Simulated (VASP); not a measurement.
Wanted: the native input for a VASP 6.6.1 run.

- Task: single point
- Functional: PBE
- Potentials or basis: VASP PAW PBE potentials, release 64 (W_sv, C)
- Cutoff: 520 eV
- k mesh: 18 × 18 × 16
- Occupations: gaussian, width 0.15 eV
- Spin: no spin polarisation
- Dipole correction: no
- Further INCAR settings: ALGO = Normal; EDIFF = 1e-07; NBANDS = 16

The structure of WC lies in POSCAR:

```
WC
1.0
    2.9005014360      0.0000000000      0.0000000000
   -1.4502507180      2.5119079273      0.0000000000
    0.0000000000      0.0000000000      2.8290000000
W C
1 1
Direct
   -0.1730424181     -0.1266758419      0.0000000000
    0.6666666667      0.3333333333      0.5000000000
```

This cell differs from its parent crystal: atom 1 (W) moved by (-0.450, +0.000) A along [1 1 0] and z.

These files were run (other wordings do the same):

INCAR

```
PREC = Accurate ; ENCUT = 520
EDIFF = 1E-7 ; ISMEAR = 0
SIGMA = 0.15 ; LREAL = F
LASPH = T ; NELM = 80
ALGO = Normal ; ISIF = 2
LWAVE = F ; LCHARG = F
GGA = PE ; NBANDS = 16
```

KPOINTS

```
regular mesh
0
Gamma
  18 18 16
```

Potentials or basis: VASP PAW PBE potentials, release 64 (W_sv, C).

Command:

```sh
$ cat potpaw_PBE.64/W_sv/POTCAR potpaw_PBE.64/C/POTCAR > POTCAR
$ mpirun -np 1 vasp_std > vasp.out
```

Results of the run:

```
Pressure               : 34.5 GPa
Largest force          : 4.791 eV/Å
Band gap on the k mesh : zero (bands 9 and 10 overlap by 2.52 eV)
```

Caveat: the cell differs from its parent crystal (atom 1 (W) moved by (-0.450, +0.000) A along [1 1 0] and z); the stress differs along the axes, from 14 to 51 GPa; spin-orbit coupling is left out, which moves the levels of the heavy elements; forces of over 1 eV/Å act on the atoms, so gaps and moduli don't describe the material at rest.

Run time: 2.8 min on 1 thread of Intel(R) Xeon(R) 6975P-C (Granite Rapids), on a shared host, peak memory 0.56 GiB.
